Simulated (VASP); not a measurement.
C, 2 atoms in the cell. The structure is hexagonal, space group P6_3/mmc (No. 194). Conventional cell: a = 2.120 Å, b = 2.120 Å, c = 3.462 Å, α = 90.00°, β = 90.00°, γ = 120.00°. C (site symmetry -6m2) has 12 C at 2.12 Å within 2.8 Å. 

```yaml
Program: VASP 6.6.1
Task: relaxation of cell and atoms
Functional: r2SCAN
Potentials_or_basis: VASP PAW PBE potentials, release 64 (C)
Cutoff: 600 eV
k_mesh: 12 × 12 × 7
Occupations: fermi-dirac, width 0.05 eV
Spin: no spin polarisation
Target_pressure: 20 GPa
Dipole_correction: no
Further_INCAR_settings: ALGO = Normal; EDIFF = 1e-07; IBRION = 2; EDIFFG = -0.03; NSW = 80; ISIF = 3
```

Potentials or basis: VASP PAW PBE potentials, release 64 (C).

Command:

```bash
$ cat potpaw_PBE.64/C/POTCAR > POTCAR
$ cp INCAR.step1 INCAR
$ mpirun -np 1 vasp_std > vasp.out
$ cp INCAR.step2 INCAR
$ mpirun -np 1 vasp_std > vasp.out
```

Hardware: 1 thread of AMD EPYC 9R45 96-Core Processor (Zen 5) (shared host).

Problem. How long does it take, and how much memory?

Solution. It took 3.6 min on 1 thread of AMD EPYC 9R45 96-Core Processor (Zen 5) (shared host), peak memory 0.1 GiB. Counts: k points 76, ion steps 13.
